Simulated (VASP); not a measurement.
# AgB2 (P6/mmm) in VASP: notebook, part 2 of 2

VASP 6.6.1. The steps go on from the part before.

## 3. Single point, PBE

File INCAR:

```
PREC = Accurate
ENCUT = 520
EDIFF = 1E-6
ISMEAR = -1
SIGMA = 0.05
LREAL = False
LASPH = True
NELM = 80
ALGO = Normal
ISIF = 2
LWAVE = False
LCHARG = False
GGA = PE
NBANDS = 16
```

File KPOINTS:

```
Automatic mesh
0
Gamma
  10 10 8
```

File POSCAR:

```
AgB2
1.0
    3.0000000000      0.0000000000      0.0000000000
   -1.5000000000      2.5980762114      0.0000000000
    0.0000000000      0.0000000000      3.2400000000
Ag B
1 2
Direct
    0.0000000000      0.0000000000      0.0000000000
    0.6666666667      0.3333333333      0.5000000000
    0.3333333333      0.6666666667      0.5000000000
```

Potentials or basis: VASP PAW PBE potentials, release 64 (Ag, B).

Launch:

```bash
$ cat potpaw_PBE.64/Ag/POTCAR potpaw_PBE.64/B/POTCAR > POTCAR
$ mpirun -np 1 vasp_std > vasp.out
```

OUTCAR:

```text
PREC = Accurate
   ENCUT = 520
   EDIFF = 1E-6
   ISMEAR = -1
   LREAL = False
   LASPH = True
   NELM = 80
   ISIF = 2
   GGA = PE

 ion  position               nearest neighbor table
   1  0.000  0.000  0.000-   2 2.37   3 2.37   2 2.37   3 2.37   2 2.37   2 2.37   3 2.37   3 2.37
                             2 2.37   2 2.37   3 2.37   3 2.37
   2  0.667  0.333  0.500-   3 1.73   3 1.73   3 1.73   1 2.37   1 2.37   1 2.37   1 2.37   1 2.37
                             1 2.37
   3  0.333  0.667  0.500-   2 1.73   2 1.73   2 1.73   1 2.37   1 2.37   1 2.37   1 2.37   1 2.37
                             1 2.37

  LATTYP: Found a hexagonal cell.
 ALAT       =     3.0000000000
 C/A-ratio  =     1.0800000000

  Lattice vectors:

 A1 = (   3.0000000000,   0.0000000000,   0.0000000000)
 A2 = (  -1.5000000000,   2.5980762114,   0.0000000000)
 A3 = (   0.0000000000,   0.0000000000,   3.2400000000)

Analysis of symmetry for initial positions (statically):
=====================================================================
 Subroutine PRICEL returns:
 Original cell was already a primitive cell.

 Routine SETGRP: Setting up the symmetry group for a
 hexagonal supercell.

 Subroutine GETGRP returns: Found 24 space group operations
 (whereof 24 operations were pure point group operations)
 out of a pool of 24 trial point group operations.

The static configuration has the point symmetry D_6h.

Analysis of symmetry for dynamics (positions and initial velocities):
=====================================================================
 Subroutine PRICEL returns:
 Original cell was already a primitive cell.

 Routine SETGRP: Setting up the symmetry group for a
 hexagonal supercell.

 Subroutine GETGRP returns: Found 24 space group operations
 (whereof 24 operations were pure point group operations)
 out of a pool of 24 trial point group operations.

The dynamic configuration has the point symmetry D_6h.

 Subroutine INISYM returns: Found 24 space group operations
 (whereof 24 operations are pure point group operations),
 and found     1 'primitive' translations

----------------------------------------------------------------------------------------

                                     Primitive cell

  volume of cell :      25.2533

  direct lattice vectors                    reciprocal lattice vectors
     3.000000000  0.000000000  0.000000000     0.333333333  0.192450090  0.000000000
    -1.500000000  2.598076211  0.000000000     0.000000000  0.384900179  0.000000000
     0.000000000  0.000000000  3.240000000     0.000000000  0.000000000  0.308641975

  length of vectors
     3.000000000  3.000000000  3.240000000     0.384900179  0.384900179  0.308641975

  position of ions in fractional coordinates (direct lattice)
     0.000000000  0.000000000  0.000000000
     0.666666667  0.333333333  0.500000000
     0.333333333  0.666666667  0.500000000

  ion indices of the primitive-cell ions
   primitive index   ion index
                 1           1
                 2           2
                 3           3

----------------------------------------------------------------------------------------

 KPOINTS: Automatic mesh

Automatic generation of k-mesh.
 Grid dimensions read from file:
 generate k-points for:   10   10    8

 Generating k-lattice:

  Cartesian coordinates                     Fractional coordinates (reciprocal lattice)
     0.033333333  0.019245009  0.000000000     0.100000000  0.000000000  0.000000000
     0.000000000  0.038490018  0.000000000     0.000000000  0.100000000  0.000000000
     0.000000000  0.000000000  0.038580247     0.000000000  0.000000000  0.125000000

  Length of vectors
     0.038490018  0.038490018  0.038580247

  Shift w.r.t. Gamma in fractional coordinates (k-lattice)
     0.000000000  0.000000000  0.000000000

 Subroutine IBZKPT returns following result:
 ===========================================

 Found     70 irreducible k-points:

 Following reciprocal coordinates:
            Coordinates               Weight
  0.000000  0.000000  0.000000      1.000000
  0.100000 -0.000000  0.000000      6.000000
  0.200000 -0.000000  0.000000      6.000000
  0.300000 -0.000000  0.000000      6.000000
  0.400000 -0.000000  0.000000      6.000000
  0.500000 -0.000000  0.000000      3.000000
[... 16 lines left out ...]
  0.300000  0.100000  0.125000     24.000000
  0.400000  0.100000  0.125000     24.000000
 [... further k-points ...]
   k-points           NKPTS =     70   k-points in BZ     NKDIM =     70   number of bands    NBANDS=     16
   number of dos      NEDOS =    301   number of ions     NIONS =      3
   total plane-waves  NPLWV =  13824
   dimension x,y,z NGX =    24 NGY =   24 NGZ =   24
   dimension x,y,z NGXF=    48 NGYF=   48 NGZF=   48
   ions per type =               1   2
   NGX,Y,Z   is equivalent  to a cutoff of  13.30, 13.30, 12.31 a.u.
   NGXF,Y,Z  is equivalent  to a cutoff of  26.60, 26.60, 24.63 a.u.
 SYSTEM =  unknown system
   PREC   = accura    normal or accurate (medium, high low for compatibility)
   ISTART =      0    job   : 0-new  1-cont  2-samecut
   ICHARG =      2    charge: 1-file 2-atom 10-const
   ISPIN  =      1    spin polarized calculation?
   LNONCOLLINEAR =      F non collinear calculations
   LSORBIT =      F    spin-orbit coupling
   LASPH  =      T    aspherical Exc in radial PAW
   ENCUT  =  520.0 eV  38.22 Ry    6.18 a.u.   5.58  5.58  6.02*2*pi/ulx,y,z
   NELM   =     80;   NELMIN=  2; NELMDL= -5     # of ELM steps
   EDIFF  = 0.1E-05   stopping-criterion for ELM
   LREAL  =      F    real-space projection
   EDIFFG = 0.1E-04   stopping-criterion for IOM
   NSW    =      0    number of steps for IOM
   IBRION =     -1    ionic relax: 0-MD 1-quasi-New 2-CG
   NFREE  =      0    steps in history (QN), initial steepest desc. (CG)
   ISIF   =      2    stress and relaxation
   ISYM   =      2    0-nonsym 1-usesym 2-fastsym
   POTIM  = 0.5000    time-step for ionic-motion
   TEBEG  =    0.0;   TEEND  =   0.0 temperature during run
   PSTRESS=    0.0 pullay stress
   NELECT =      17.0000    total number of electrons
   NUPDOWN=      -1.0000    fix difference up-down
   EMIN   =  10.00;   EMAX   =-10.00  energy-range for DOS
   EFERMI =   0.00;   METHOD = LEGACY
   ISMEAR =    -1;   SIGMA  =   0.05  broadening in eV -4-tet -1-fermi 0-gaus
   EFERMI_NEDOS =   21; number of points for ismear=-14 and -15
   IALGO  =     38    algorithm
   IMIX   =      4    mixing-type and parameters
     AMIX     =   0.40;   BMIX     =  1.00
     AMIX_MAG =   1.60;   BMIX_MAG =  1.00
  volume/ion in A,a.u.               =       8.42        56.81
  Fermi-wavevector in a.u.,A,eV,Ry     =   1.434779  2.711340 28.008838  2.058591
  Thomas-Fermi vector in A             =   2.554150
   LORBIT       =      0    0 simple, 1 ext, 2 COOP (PROOUT), +10 PAW based schemes
   GGA     = PE    functional components
   LHFCALC =     F    Hartree Fock is set to
   AEXX    =    0.0000 exact exchange contribution
   IVDW    =     0    specifies the selected vdW correction
   LEPSILON=     F    determine dielectric tensor
   LRPA    =     F    only Hartree local field effects (RPA)
 non-spin polarized calculation
  energy-cutoff  :      520.00
  volume of cell :       25.25
 maximum number of plane-waves:       698
 NGX is ok and might be reduce to    24
   NGX = 11   NGY = 11   NGZ = 13

 number of electron      16.9999992 magnetization

 Free energy of the ion-electron system (eV)
  ---------------------------------------------------
  ext. energy  EPLUGINS =         0.00000000
  ---------------------------------------------------
  free energy    TOTEN  =       -13.26217947 eV

  energy without entropy =      -13.24938355  energy(sigma->0) =      -13.25578151

 E-fermi :  10.7174     XC(G=0): -13.3001

 val. band max:       10.7069204345   @ k =   0.3000   0.3000   0.3750
 cond. band min:      10.7181222197   @ k =   0.2000  -0.0000   0.3750
 fundamental gap:      0.0112017852
 Fermi energy:        10.7174478110

 k-point     1 :       0.0000    0.0000    0.0000
  band No.  band energies     occupation
      1      -3.6667      2.00000
      2       3.5854      2.00000
      3       4.0970      2.00000
      4       4.0970      2.00000
      5       5.6649      2.00000
      6       5.6649      2.00000
[... 433 lines left out ...]
      3       3.5428      2.00000
      4       3.8611      2.00000
      5       4.6942      2.00000
      6       6.1386      2.00000
[... 8 lines left out ...]
     15      25.6468      0.00000
     16      27.2986      0.00000

 [... further k-points ...]

------------------------ aborting loop because EDIFF is reached ----------------------------------------

  FORCE on cell =-STRESS in cart. coord.  units (eV):
  Direction    XX          YY          ZZ          XY          YZ          ZX
  --------------------------------------------------------------------------------------
  -------------------------------------------------------------------------------------
  Total        6.7033821      6.7033821     12.1000215      0.0000000      0.0000000      0.0000000
  in kB      425.2912083    425.2912084    767.6770767      0.0000000      0.0000000      0.0000000
  external PRESSURE =     539.4198311 kB  Pullay stress =       0.0000000 kB

 VOLUME and BASIS-vectors are now :
 -----------------------------------------------------------------------------
  energy-cutoff  :      520.00
  volume of cell :       25.25
      direct lattice vectors                 reciprocal lattice vectors
     3.000000000  0.000000000  0.000000000     0.333333333  0.192450090  0.000000000
    -1.500000000  2.598076211  0.000000000     0.000000000  0.384900179  0.000000000
     0.000000000  0.000000000  3.240000000     0.000000000  0.000000000  0.308641975

 POSITION                                       TOTAL-FORCE (eV/Angst)
 -----------------------------------------------------------------------------------
      0.00000      0.00000      0.00000        -0.000000      0.000000     -0.000000
      1.50000      0.86603      1.62000        -0.000000      0.000000      0.000000
     -0.00000      1.73205      1.62000         0.000000      0.000000     -0.000000
 -----------------------------------------------------------------------------------
    total drift:                               -0.000000      0.000000      0.000000

  FREE ENERGIE OF THE ION-ELECTRON SYSTEM (eV)
  ---------------------------------------------------
  free  energy   TOTEN  =       -13.2621794685 eV

  energy  without entropy=      -13.2493835526  energy(sigma->0) =      -13.25578151
```

OSZICAR:

```text
N       E                     dE             d eps       ncg     rms          rms(c)
DAV:   1     0.709967708060E+02    0.70997E+02   -0.79207E+03  2288   0.986E+02
DAV:   2    -0.158925419174E+02   -0.86889E+02   -0.79496E+02  2912   0.231E+02
DAV:   3    -0.176247610897E+02   -0.17322E+01   -0.17264E+01  2512   0.328E+01
DAV:   4    -0.176291545815E+02   -0.43935E-02   -0.43931E-02  2976   0.177E+00
DAV:   5    -0.176291799860E+02   -0.25405E-04   -0.25404E-04  2560   0.131E-01    0.185E+01
DAV:   6    -0.136018495240E+02    0.40273E+01   -0.80540E+00  2544   0.454E+01    0.168E+01
DAV:   7    -0.133294995064E+02    0.27235E+00   -0.15443E+00  2384   0.135E+01    0.824E+00
DAV:   8    -0.132648941689E+02    0.64605E-01   -0.11797E-01  2776   0.290E+00    0.162E+00
DAV:   9    -0.132632691292E+02    0.16250E-02   -0.56417E-03  2592   0.102E+00    0.177E-01
DAV:  10    -0.132621753257E+02    0.10938E-02   -0.16346E-03  2496   0.408E-01    0.844E-02
DAV:  11    -0.132621791591E+02   -0.38335E-05   -0.10382E-04  2488   0.842E-02    0.115E-02
DAV:  12    -0.132621794685E+02   -0.30932E-06   -0.29042E-06  2824   0.237E-02
   1 F= -.13262179E+02 E0= -.13255782E+02  d E =-.127959E-01
```

stdout:

```text
POSCAR found type information on POSCAR AgB
 POSCAR found :  2 types and       3 ions
 scaLAPACK will be used
 LDA part: xc-table for (Slater+PW92), standard interpolation
 POSCAR, INCAR and KPOINTS ok, starting setup
 FFT: planning ... GRIDC
 FFT: planning ... GRID_SOFT
 FFT: planning ... GRID
 WAVECAR not read
 entering main loop
```

Run time: 13 s. Hardware: 1 thread of Intel Xeon Platinum 8375C at 2.90GHz (Ice Lake), shared host; peak memory 0.15 GiB.

What came out:

```yaml
Free_energy: -13.2622 eV
Pressure: 53.9 GPa
```

Stress tensor (GPa, compression positive):
```
42.53  0.00  0.00
 0.00 42.53  0.00
 0.00  0.00 76.77
```

Levels at points of the mesh, in eV from the Fermi level:
```
           k point  band 6  band 7  band 8  band 9  band 10  band 11  band 12  band 13
(0.00, 0.00, 0.00)   -5.05   -3.23    1.07    1.07     5.62     5.62     5.72     7.20
(0.50, 0.00, 0.00)   -4.53   -3.34   -3.28    2.92     4.31     6.15     6.40    10.36
(0.00, 0.00, 0.50)   -5.79   -4.78   -0.25   -0.25     6.68     9.12     9.12    10.33
(0.50, 0.00, 0.50)   -4.50   -4.47   -1.32    0.41     0.93     5.32     9.52    10.50
```

## 4. Single point, PBE

File INCAR:

```
SYSTEM = AgB2
PREC = Accurate
ENCUT = 520
EDIFF = 1E-7
ISMEAR = -1
SIGMA = 0.05
LREAL = .FALSE.
LASPH = .TRUE.
NELM = 60
ALGO = Normal
ISIF = 2
LWAVE = .FALSE.
LCHARG = .FALSE.
GGA = PE
NBANDS = 16
```

File KPOINTS:

```
Automatic mesh
0
G
  10 10 8
  0 0 0
```

POSCAR is that of step 3.

Launch:

```bash
$ cat potpaw_PBE.64/Ag/POTCAR potpaw_PBE.64/B/POTCAR > POTCAR
$ mpirun -np 1 vasp_std > vasp.out
```

It took 22 s on 1 thread of Oxide Virtual Turin-like, shared host; peak memory 0.12 GiB.

It converged, with:

```
Free energy : -13.2622 eV
Pressure    : 54.0 GPa
```

Stress tensor (GPa, compression positive):
```
42.61  0.00  0.00
 0.00 42.61  0.00
 0.00  0.00 76.84
```

Levels at points of the mesh, in eV from the Fermi level:
```
           k point  band 6  band 7  band 8  band 9  band 10  band 11  band 12  band 13
(0.00, 0.00, 0.00)   -5.05   -3.23    1.07    1.07     5.62     5.62     5.72     7.20
(0.50, 0.00, 0.00)   -4.53   -3.34   -3.28    2.92     4.31     6.15     6.40    10.36
(0.00, 0.00, 0.50)   -5.79   -4.78   -0.25   -0.25     6.68     9.12     9.12    10.33
(0.50, 0.00, 0.50)   -4.50   -4.47   -1.32    0.41     0.93     5.32     9.52    10.50
```

## 5. Relaxation of the atoms, PBE

File INCAR:

```
SYSTEM = AgB2
  PREC = Accurate
  ENCUT = 520
  EDIFF = 1E-7
  ISMEAR = -1
  SIGMA = 0.05
  LREAL = .FALSE.
  LASPH = .TRUE.
  NELM = 100
  ALGO = Normal
  ISIF = 2
  LWAVE = .FALSE.
  LCHARG = .FALSE.
  GGA = PE
  IBRION = 2
  NSW = 60
  EDIFFG = -0.01
```

KPOINTS is that of step 4.

POSCAR is that of step 4.

Launch:

```bash
$ cat potpaw_PBE.64/Ag/POTCAR potpaw_PBE.64/B/POTCAR > POTCAR
$ mpirun -np 1 vasp_std > vasp.out
```

Wall time 22 s (1 thread of Oxide Virtual Turin-like, shared host); peak memory 0.12 GiB.

It converged, with:

```yaml
Free_energy: -13.2622 eV
Pressure_after_relaxing: 54.0 GPa
```

Stress tensor (GPa, compression positive):
```
42.61  0.00  0.00
 0.00 42.61  0.00
 0.00  0.00 76.84
```

Final structure:
```cif
data_structure
_symmetry_space_group_name_H-M 'P 1'
_symmetry_Int_Tables_number 1
_cell_length_a 3.0000
_cell_length_b 3.0000
_cell_length_c 3.2400
_cell_angle_alpha 90.000
_cell_angle_beta 90.000
_cell_angle_gamma 120.000
_cell_volume 25.25
loop_
_atom_site_label
_atom_site_type_symbol
_atom_site_fract_x
_atom_site_fract_y
_atom_site_fract_z
_atom_site_occupancy
Ag1 Ag 0.00000 0.00000 0.00000 1
B1 B 0.66667 0.33333 0.50000 1
B2 B 0.33333 0.66667 0.50000 1
```

Levels at points of the mesh, in eV from the Fermi level:
| k point | band 7 | band 8 | band 9 | band 10 | band 11 | band 12 |
| --- | --- | --- | --- | --- | --- | --- |
| (0.00, 0.00, 0.00) | -3.23 | 1.07 | 1.07 | 5.62 | 5.62 | 5.72 |
| (0.50, 0.00, 0.00) | -3.34 | -3.28 | 2.92 | 4.31 | 6.15 | 6.40 |
| (0.00, 0.00, 0.50) | -4.78 | -0.25 | -0.25 | 6.68 | 9.12 | 9.12 |
| (0.50, 0.00, 0.50) | -4.47 | -1.32 | 0.41 | 0.93 | 5.32 | 9.52 |

Caveat: the relaxation stopped at its first step, so nothing moved.

## 6. Overview

```tsv
task	cell	k mesh	gap on the mesh (eV)	pressure (GPa)
single point	as given	7 × 7 × 6	none	53.7
single point	as given	10 × 10 × 8	none	54.0
relaxation of the atoms	atoms relaxed	10 × 10 × 8	none	54.0
```

Alike in all rows: level PBE; potentials or basis VASP PAW PBE potentials, release 64 (Ag, B); no spin polarisation; cutoff (eV) 520; smearing fermi-dirac 0.05 eV.

Caveats: the relaxation stopped at its first step, so nothing moved (some runs).

Absolute energies hang on the potentials; compare differences alone.
